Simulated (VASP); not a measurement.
Write the native input for VASP 6.6.1 that does the following.

```
Task                   : single point
Functional             : r2SCAN
Potentials or basis    : VASP PAW PBE potentials, release 64 (Zn, O, Hg)
Cutoff                 : 520 eV
k mesh                 : 6 × 6 × 4
Occupations            : fermi-dirac, width 0.02 eV
Spin                   : no spin polarisation
Dipole correction      : no
Further INCAR settings : ALGO = Normal; EDIFF = 1e-06; NBANDS = 26
```

Crystal: ZnHgO2.

```
CELL_PARAMETERS angstrom
3.39163 0.00000 0.00000
0.00000 3.39163 0.00000
0.00000 0.00000 5.29492
ATOMIC_POSITIONS crystal
Zn 0.00000 0.00000 0.00000
O 0.00000 0.50000 0.20343
O 0.50000 0.00000 0.79657
Hg 0.50000 0.50000 0.50000
```

This cell differs from its parent crystal: volume changed by +6%.

The input as run:

POSCAR

```
ZnHgO2
1.0
    3.3916296599      0.0000000000      0.0000000000
    0.0000000000      3.3916296599      0.0000000000
    0.0000000000      0.0000000000      5.2949213353
Zn O Hg
1 2 1
Direct
    0.0000000000      0.0000000000      0.0000000000
    0.0000000000      0.5000000000      0.2034319238
    0.5000000000      0.0000000000      0.7965680762
    0.5000000000      0.5000000000      0.5000000000
```

INCAR.step1

```
SYSTEM = ZnHgO2
PREC = Accurate
ENCUT = 520
ISMEAR = -1
SIGMA = 0.02
LREAL = .False.
LASPH = .True.
NELM = 100
NBANDS = 26
GGA = PE
ALGO = Normal
EDIFF = 1E-4
LWAVE = .True.
LCHARG = .False.
```

INCAR.step2

```
SYSTEM = ZnHgO2
PREC = Accurate
ENCUT = 520
EDIFF = 1E-6
ISMEAR = -1
SIGMA = 0.02
LREAL = .False.
LASPH = .True.
NELM = 100
ALGO = Normal
ISIF = 2
LWAVE = .False.
LCHARG = .False.
METAGGA = R2SCAN
LMIXTAU = .True.
NBANDS = 26
ISTART = 1
```

KPOINTS

```
regular mesh
0
Gamma
  6 6 4
  0 0 0
```

Potentials or basis: VASP PAW PBE potentials, release 64 (Zn, O, Hg).

Command:

```console
$ cat potpaw_PBE.64/Zn/POTCAR potpaw_PBE.64/O/POTCAR potpaw_PBE.64/Hg/POTCAR > POTCAR
$ cp INCAR.step1 INCAR
$ mpirun -np 1 vasp_std > vasp.out
$ cp INCAR.step2 INCAR
$ mpirun -np 1 vasp_std > vasp.out
```

Results of the run:

The pressure is -5.4 GPa. The largest force is 0.027 eV/Å and the band gap on the k mesh is zero (filled and empty bands touch).

Caveat: the PAW data sets were made with another functional, which shifts forces and pressure a little; spin-orbit coupling is left out, which moves the levels of the heavy elements.

Run time: 2 min on 1 thread of AMD EPYC 9R45 96-Core Processor (Zen 5), with other jobs on the host, peak memory 0.18 GiB.
